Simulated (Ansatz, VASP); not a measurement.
# Ti in VASP and in Ansatz

```xyz
1
Lattice="-1.6404 1.6404 1.6404 1.6404 -1.6404 1.6404 1.6404 1.6404 -1.6404" Properties=species:S:1:pos:R:3 pbc="T T T"
Ti    0.0000    0.0000    0.0000
```

Alike in both runs: task relaxation of cell and atoms; functional revPBE; k mesh 13 × 13 × 13; occupations fermi-dirac, width 0.1 eV; no spin polarisation.

|  | VASP | Ansatz |
| --- | --- | --- |
| version | VASP 6.6.1 | Ansatz 0.2.0 |
| potentials or method | VASP PAW PBE potentials, release 64 (Ti_sv), cutoff 600 eV | plane waves (420 eV) with PAW, scalar-relativistic |
| valence electrons in the cell | 12 | 12 |

VASP gave:

- relaxed volume (Å³/atom): 17.66
- relaxed cell length with the largest relative difference (Å): 2.841

Task: What did Ansatz give for the same quantities?

Result: Relaxed volume (Å³/atom): 17.72; relaxed cell length with the largest relative difference (Å): 2.844.

VASP's potentials were made for PBE, not for revPBE.

Noted on VASP's run: the relaxation stopped at its first step, so nothing moved.
